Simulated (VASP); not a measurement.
# Ge (Fd-3m) in VASP: a series of runs

Ge is run at these levels: PBE; tasks: single point, relaxation of cell and atoms.

Program: VASP 6.6.1. These are calculated values, not measurements. Logs are shortened: lines on timing, memory, paths and dates and some standing lists are left out, and cuts for length are marked.

**1. The cell of the first run**

The structure is cubic, space group Fd-3m (No. 227). Conventional cell: a = 5.761 Å, b = 5.761 Å, c = 5.761 Å, α = 90.00°, β = 90.00°, γ = 90.00°. Within 3.3 Å of Ge (site symmetry -43m) lie 4 Ge at 2.49 Å.

**2. Single point, PBE**

Input file INCAR:

```
SYSTEM = Ge
PREC = Accurate
ENCUT = 520
EDIFF = 1E-6
ISMEAR = -1
SIGMA = 0.05
LREAL = .False.
LASPH = .True.
NELM = 80
ALGO = Normal
ISIF = 2
LWAVE = .False.
LCHARG = .False.
GGA = PE
NBANDS = 21
```

Input file KPOINTS:

```
Automatic mesh
0
Gamma
  12 12 12
  0 0 0
```

Input file POSCAR:

```
Ge
1.0
    0.0000000000      2.8807264635      2.8807264635
    2.8807264635      0.0000000000      2.8807264635
    2.8807264635      2.8807264635      0.0000000000
Ge
2
Direct
   -0.1250000000     -0.1250000000     -0.1250000000
    0.1250000000      0.1250000000      0.1250000000
```

Potentials or basis: VASP PAW PBE potentials, release 64 (Ge_d).

Run with:

```
cat potpaw_PBE.64/Ge_d/POTCAR > POTCAR
mpirun -np 1 vasp_std > vasp.out
```

OUTCAR:

```text
SYSTEM = Ge
   PREC = Accurate
   ENCUT = 520
   EDIFF = 1E-6
   ISMEAR = -1
   LREAL = .False.
   LASPH = .True.
   NELM = 80
   ISIF = 2
   GGA = PE

 ion  position               nearest neighbor table
   1  0.875  0.875  0.875-   2 2.49   2 2.49   2 2.49   2 2.49
   2  0.125  0.125  0.125-   1 2.49   1 2.49   1 2.49   1 2.49

  LATTYP: Found a face centered cubic cell.
 ALAT       =     5.7614529270

  Lattice vectors:

 A1 = (   0.0000000000,   2.8807264635,   2.8807264635)
 A2 = (   2.8807264635,   0.0000000000,   2.8807264635)
 A3 = (   2.8807264635,   2.8807264635,   0.0000000000)

Analysis of symmetry for initial positions (statically):
=====================================================================
 Subroutine PRICEL returns:
 Original cell was already a primitive cell.

 Routine SETGRP: Setting up the symmetry group for a
 face centered cubic supercell.

 Subroutine GETGRP returns: Found 48 space group operations
 (whereof 12 operations were pure point group operations)
 out of a pool of 48 trial point group operations.

The static configuration has the point symmetry D_3d.
 The point group associated with its full space group is O_h .

Analysis of symmetry for dynamics (positions and initial velocities):
=====================================================================
 Subroutine PRICEL returns:
 Original cell was already a primitive cell.

 Routine SETGRP: Setting up the symmetry group for a
 face centered cubic supercell.

 Subroutine GETGRP returns: Found 48 space group operations
 (whereof 12 operations were pure point group operations)
 out of a pool of 48 trial point group operations.

The dynamic configuration has the point symmetry D_3d.
 The point group associated with its full space group is O_h .

 Subroutine INISYM returns: Found 48 space group operations
 (whereof 12 operations are pure point group operations),
 and found     1 'primitive' translations

----------------------------------------------------------------------------------------

                                     Primitive cell

  volume of cell :      47.8119

  direct lattice vectors                    reciprocal lattice vectors
     0.000000000  2.880726463  2.880726463    -0.173567330  0.173567330  0.173567330
     2.880726463  0.000000000  2.880726463     0.173567330 -0.173567330  0.173567330
[... 74 lines left out ...]
   NGXF,Y,Z  is equivalent  to a cutoff of  24.48, 24.48, 24.48 a.u.
 SYSTEM =  Ge
   PREC   = accura    normal or accurate (medium, high low for compatibility)
   ISTART =      0    job   : 0-new  1-cont  2-samecut
   ICHARG =      2    charge: 1-file 2-atom 10-const
   ISPIN  =      1    spin polarized calculation?
   LNONCOLLINEAR =      F non collinear calculations
   LSORBIT =      F    spin-orbit coupling
   LASPH  =      T    aspherical Exc in radial PAW
   ENCUT  =  520.0 eV  38.22 Ry    6.18 a.u.   7.57  7.57  7.57*2*pi/ulx,y,z
   NELM   =     80;   NELMIN=  2; NELMDL= -5     # of ELM steps
   EDIFF  = 0.1E-05   stopping-criterion for ELM
   LREAL  =      F    real-space projection
   EDIFFG = 0.1E-04   stopping-criterion for IOM
   NSW    =      0    number of steps for IOM
   IBRION =     -1    ionic relax: 0-MD 1-quasi-New 2-CG
   NFREE  =      0    steps in history (QN), initial steepest desc. (CG)
   ISIF   =      2    stress and relaxation
   ISYM   =      2    0-nonsym 1-usesym 2-fastsym
   POTIM  = 0.5000    time-step for ionic-motion
   TEBEG  =    0.0;   TEEND  =   0.0 temperature during run
   PSTRESS=    0.0 pullay stress
   NELECT =      28.0000    total number of electrons
   NUPDOWN=      -1.0000    fix difference up-down
   EMIN   =  10.00;   EMAX   =-10.00  energy-range for DOS
   EFERMI =   0.00;   METHOD = LEGACY
   ISMEAR =    -1;   SIGMA  =   0.05  broadening in eV -4-tet -1-fermi 0-gaus
   EFERMI_NEDOS =   21; number of points for ismear=-14 and -15
   IALGO  =     38    algorithm
   IMIX   =      4    mixing-type and parameters
     AMIX     =   0.40;   BMIX     =  1.00
     AMIX_MAG =   1.60;   BMIX_MAG =  1.00
  volume/ion in A,a.u.               =      23.91       161.33
  Fermi-wavevector in a.u.,A,eV,Ry     =   1.369669  2.588298 25.524420  1.875992
  Thomas-Fermi vector in A             =   2.495523
   LORBIT       =      0    0 simple, 1 ext, 2 COOP (PROOUT), +10 PAW based schemes
   GGA     = PE    functional components
   LHFCALC =     F    Hartree Fock is set to
   AEXX    =    0.0000 exact exchange contribution
   IVDW    =     0    specifies the selected vdW correction
   LEPSILON=     F    determine dielectric tensor
   LRPA    =     F    only Hartree local field effects (RPA)
 non-spin polarized calculation
  energy-cutoff  :      520.00
  volume of cell :       47.81
 maximum number of plane-waves:      1308
   NGX = 15   NGY = 15   NGZ = 15

 number of electron      28.0000014 magnetization

 Free energy of the ion-electron system (eV)
  ---------------------------------------------------
  ext. energy  EPLUGINS =         0.00000000
  ---------------------------------------------------
  free energy    TOTEN  =        -9.03635957 eV

  energy without entropy =       -9.03554218  energy(sigma->0) =       -9.03595087

 E-fermi :   4.4609     XC(G=0):  -9.6693

 val. band max:        4.3213807854   @ k =   0.0833   0.0000   0.0000
 cond. band min:       4.4757052719   @ k =   0.0000   0.0000   0.0000
 fundamental gap:      0.1543244865
 Fermi energy:         4.4608897512

 k-point     1 :       0.0000    0.0000    0.0000
  band No.  band energies     occupation
      1     -20.2698      2.00000
      2     -20.2698      2.00000
      3     -20.2698      2.00000
      4     -20.2376      2.00000
      5     -20.2376      2.00000
      6     -20.0547      2.00000
[... 565 lines left out ...]
     20      13.9716      0.00000
     21      14.5851      0.00000

 [... further k-points ...]
[... 5 lines left out ...]
  --------------------------------------------------------------------------------------
  -------------------------------------------------------------------------------------
  Total       -0.0285105     -0.0285105     -0.0285105      0.0000000      0.0000000     -0.0000000
  in kB       -0.9553862     -0.9553862     -0.9553862      0.0000000      0.0000000     -0.0000000
  external PRESSURE =      -0.9553862 kB  Pullay stress =       0.0000000 kB

 VOLUME and BASIS-vectors are now :
 -----------------------------------------------------------------------------
  energy-cutoff  :      520.00
  volume of cell :       47.81
      direct lattice vectors                 reciprocal lattice vectors
     0.000000000  2.880726463  2.880726463    -0.173567330  0.173567330  0.173567330
     2.880726463  0.000000000  2.880726463     0.173567330 -0.173567330  0.173567330
     2.880726463  2.880726463  0.000000000     0.173567330  0.173567330 -0.173567330

 POSITION                                       TOTAL-FORCE (eV/Angst)
 -----------------------------------------------------------------------------------
      5.04127      5.04127      5.04127         0.000000      0.000000      0.000000
      0.72018      0.72018      0.72018        -0.000000     -0.000000     -0.000000
 -----------------------------------------------------------------------------------
    total drift:                               -0.000000      0.000000      0.000000

  FREE ENERGIE OF THE ION-ELECTRON SYSTEM (eV)
  ---------------------------------------------------
  free  energy   TOTEN  =        -9.0363595697 eV

  energy  without entropy=       -9.0355421787  energy(sigma->0) =       -9.03595087
```

stdout:

```text
POSCAR found type information on POSCAR Ge
 POSCAR found :  1 types and       2 ions
 scaLAPACK will be used
 LDA part: xc-table for (Slater+PW92), standard interpolation
 POSCAR, INCAR and KPOINTS ok, starting setup
 FFT: planning ... GRIDC
 FFT: planning ... GRID_SOFT
 FFT: planning ... GRID
 WAVECAR not read
 entering main loop
```

Run time: 1.9 min. Hardware: 1 thread of Intel Xeon 8259CL, shared host; peak memory 0.2 GiB.

Results:

* Free energy: -9.0364 eV
* Pressure: -0.1 GPa
* Band gap on the k mesh: zero (filled and empty bands touch)

Levels at points of the mesh, in eV from the Fermi level:
```
           k point  band 12  band 13  band 14  band 15  band 16  band 17
(0.00, 0.00, 0.00)    -0.44     0.01     0.01     0.01     2.54     2.54
(0.50, 0.00, 0.00)    -7.34    -1.31    -1.31     0.04     3.73     3.73
(0.50, 0.50, 0.00)    -8.67    -2.87    -2.87     0.83     0.83     9.09
```

Caveat: semilocal functionals underestimate gaps, so a narrow gap can read as zero.

**3. Single point, PBE**

Input file INCAR:

```
SYSTEM = Ge
PREC = Accurate
ENCUT = 520
EDIFF = 1E-7
ISMEAR = -1
SIGMA = 0.05
LREAL = .FALSE.
LASPH = .TRUE.
NELM = 60
ALGO = Normal
ISIF = 2
LWAVE = .FALSE.
LCHARG = .FALSE.
GGA = PE
NBANDS = 21
```

Input file KPOINTS:

```
Automatic mesh
0
G
  12 12 12
  0 0 0
```

Input file POSCAR:

```
Ge
1.0
    0.0000000000      2.8807264636      2.8807264636
    2.8807264636      0.0000000000      2.8807264636
    2.8807264636      2.8807264636      0.0000000000
Ge
2
Direct
   -0.1250000000     -0.1250000000     -0.1250000000
    0.1250000000      0.1250000000      0.1250000000
```

Potentials or basis: VASP PAW PBE potentials, release 64 (Ge_d).

Run with:

```
cat potpaw_PBE.64/Ge_d/POTCAR > POTCAR
mpirun -np 1 vasp_std > vasp.out
```

It took 1.9 min on 1 thread of Intel Xeon 8259CL, shared host; peak memory 0.2 GiB.

The run converged. Its results:

| Property | Result |
| --- | --- |
| Free energy | -9.0364 eV |
| Pressure | -0.1 GPa |
| Band gap on the k mesh | zero (filled and empty bands touch) |

Levels at points of the mesh, in eV from the Fermi level:
```csv
k point,band 12,band 13,band 14,band 15,band 16,band 17
"(0.00, 0.00, 0.00)",-0.44,0.01,0.01,0.01,2.54,2.54
"(0.50, 0.00, 0.00)",-7.34,-1.31,-1.31,0.04,3.73,3.73
"(0.50, 0.50, 0.00)",-8.67,-2.87,-2.87,0.83,0.83,9.09
```

Caveat: semilocal functionals underestimate gaps, so a narrow gap can read as zero.

**4. Relaxation of cell and atoms, PBE**

This run uses another cell than the first one, of 23.75 Å³/atom.

Input file INCAR:

```
  PREC = Accurate
  ENCUT = 600
  EDIFF = 1E-6
  ISMEAR = -1
  SIGMA = 0.05
  LREAL = False
  LASPH = True
  NELM = 100
  ALGO = Normal
  ISIF = 3
  LWAVE = False
  LCHARG = False
  GGA = PE
  IBRION = 2
  NSW = 60
  EDIFFG = -0.005
```

Input file KPOINTS:

```
regular mesh
0
Gamma
  12 12 12
```

Input file POSCAR:

```
Ge
1.0
    0.0000000000      2.8744485395      2.8744485395
    2.8744485395      0.0000000000      2.8744485395
    2.8744485395      2.8744485395      0.0000000000
Ge
2
Direct
   -0.1250000000     -0.1250000000     -0.1250000000
    0.1250000000      0.1250000000      0.1250000000
```

Potentials or basis: VASP PAW PBE potentials, release 64 (Ge_d).

Run with:

```
cat potpaw_PBE.64/Ge_d/POTCAR > POTCAR
mpirun -np 1 vasp_std > vasp.out
```

OUTCAR:

```text
PREC = Accurate
   ENCUT = 600
   EDIFF = 1E-6
   ISMEAR = -1
   LREAL = False
   LASPH = True
   NELM = 100
   ISIF = 3
   GGA = PE
   IBRION = 2
   NSW = 60
   EDIFFG = -0.005

 ion  position               nearest neighbor table
   1  0.875  0.875  0.875-   2 2.49   2 2.49   2 2.49   2 2.49
   2  0.125  0.125  0.125-   1 2.49   1 2.49   1 2.49   1 2.49

  LATTYP: Found a face centered cubic cell.
 ALAT       =     5.7488970790

  Lattice vectors:

 A1 = (   0.0000000000,   2.8744485395,   2.8744485395)
 A2 = (   2.8744485395,   0.0000000000,   2.8744485395)
 A3 = (   2.8744485395,   2.8744485395,   0.0000000000)

Analysis of symmetry for initial positions (statically):
=====================================================================
 Subroutine PRICEL returns:
[... 464 lines left out ...]
  ---------------------------------------------------
  ext. energy  EPLUGINS =         0.00000000
  ---------------------------------------------------
  free energy    TOTEN  =        -9.03645448 eV

  energy without entropy =       -9.03565017  energy(sigma->0) =       -9.03605233

 E-fermi :   4.4727     XC(G=0):  -9.6745

 val. band max:        4.3315592533   @ k =   0.0833   0.0000   0.0000
 cond. band min:       4.4861385243   @ k =   0.0000   0.0000   0.0000
 fundamental gap:      0.1545792711
 Fermi energy:         4.4726609303

 k-point     1 :       0.0000    0.0000    0.0000
  band No.  band energies     occupation
      1     -20.2605      2.00000
      2     -20.2605      2.00000
      3     -20.2605      2.00000
      4     -20.2283      2.00000
      5     -20.2283      2.00000
      6     -20.0449      2.00000
[... 481 lines left out ...]
      5     -20.1750      2.00000
      6     -20.0957      2.00000
[... 10 lines left out ...]
     17       9.1206      0.00000
     18      11.8004      0.00000

 [... further k-points ...]
[... 5 lines left out ...]
  --------------------------------------------------------------------------------------
  -------------------------------------------------------------------------------------
  Total       -0.0018922     -0.0018922     -0.0018922     -0.0000000      0.0000000      0.0000000
  in kB       -0.0634795     -0.0634795     -0.0634795     -0.0000000      0.0000000      0.0000000
  external PRESSURE =      -0.0634795 kB  Pullay stress =       0.0000000 kB
[... 17 lines left out ...]
  FREE ENERGIE OF THE ION-ELECTRON SYSTEM (eV)
  ---------------------------------------------------
  free  energy   TOTEN  =        -9.0364544803 eV

  energy  without entropy=       -9.0356501721  energy(sigma->0) =       -9.03605233

 reached required accuracy - stopping structural energy minimisation
```

OSZICAR:

```text
N       E                     dE             d eps       ncg     rms          rms(c)
DAV:   1     0.169705798125E+03    0.16971E+03   -0.16730E+04  2642   0.450E+03
DAV:   2     0.130023020810E+02   -0.15670E+03   -0.15370E+03  2600   0.559E+02
[... 61 lines left out ...]
   8 F= -.90364570E+01 E0= -.90360536E+01  d E =-.703767E-08
       N       E                     dE             d eps       ncg     rms          rms(c)
DAV:   1    -0.903646808022E+01   -0.11063E-04   -0.19303E-04  3418   0.286E-01    0.218E-02
DAV:   2    -0.903645743146E+01    0.10649E-04   -0.14942E-05  3300   0.817E-02    0.108E-02
DAV:   3    -0.903645432507E+01    0.31064E-05   -0.56478E-06  3050   0.442E-02    0.252E-03
DAV:   4    -0.903645448029E+01   -0.15523E-06   -0.55800E-07  1398   0.168E-02
   9 F= -.90364545E+01 E0= -.90360523E+01  d E =0.252194E-05
```

CONTCAR:

```text
Ge
   1.00000000000000
    -0.0000000000000000    2.8796479643283792    2.8796479643283792
     2.8796479643283792    0.0000000000000000    2.8796479643283792
     2.8796479643283792    2.8796479643283792   -0.0000000000000000
  Ge
     2
Direct
     0.8750000000000000    0.8750000000000000    0.8750000000000000
     0.1250000000000000    0.1250000000000000    0.1250000000000000

  0.00000000E+00  0.00000000E+00  0.00000000E+00
  0.00000000E+00  0.00000000E+00  0.00000000E+00
```

Wall time 5.9 min (1 thread of Intel Xeon 8259CL, shared host); peak memory 0.22 GiB.

What came out:

```yaml
Free_energy: -9.0365 eV
Relaxed_volume: 23.88 Å³/atom
Relaxed_cell: a = 4.072 Å, b = 4.072 Å, c = 4.072 Å, α = 60.00°, β = 60.00°, γ = 60.00°
Space_group_after_relaxing_to_0.1_Å: Fd-3m (No. 227)
Energy_gained_by_relaxing: 0.2 meV/atom
Ionic_steps: 9
Pressure_after_relaxing: 0.0 GPa
Band_gap_on_the_k_mesh: zero (filled and empty bands touch)
```

The path:
```csv
step,energy change (eV),largest force (eV/Å),pressure (GPa),volume (Å³)
1,0.0000,0.0000,0.30,47.50
2,-0.0003,0.0000,0.07,47.81
3,-0.0001,0.0000,-0.26,48.02
4,-0.0003,0.0000,-0.07,47.85
5,-0.0003,0.0000,-0.16,47.83
6,-0.0003,0.0000,-0.11,47.82
7,-0.0003,0.0000,0.26,47.71
8,-0.0003,0.0000,-0.05,47.77
9,-0.0003,0.0000,-0.01,47.76
```

Final structure:
```xyz
2
Lattice="0.0000 2.8796 2.8796 2.8796 0.0000 2.8796 2.8796 2.8796 0.0000" Properties=species:S:1:pos:R:3 pbc="T T T"
Ge    5.0394    5.0394    5.0394
Ge    0.7199    0.7199    0.7199
```

Caveat: semilocal functionals underestimate gaps, so a narrow gap can read as zero.
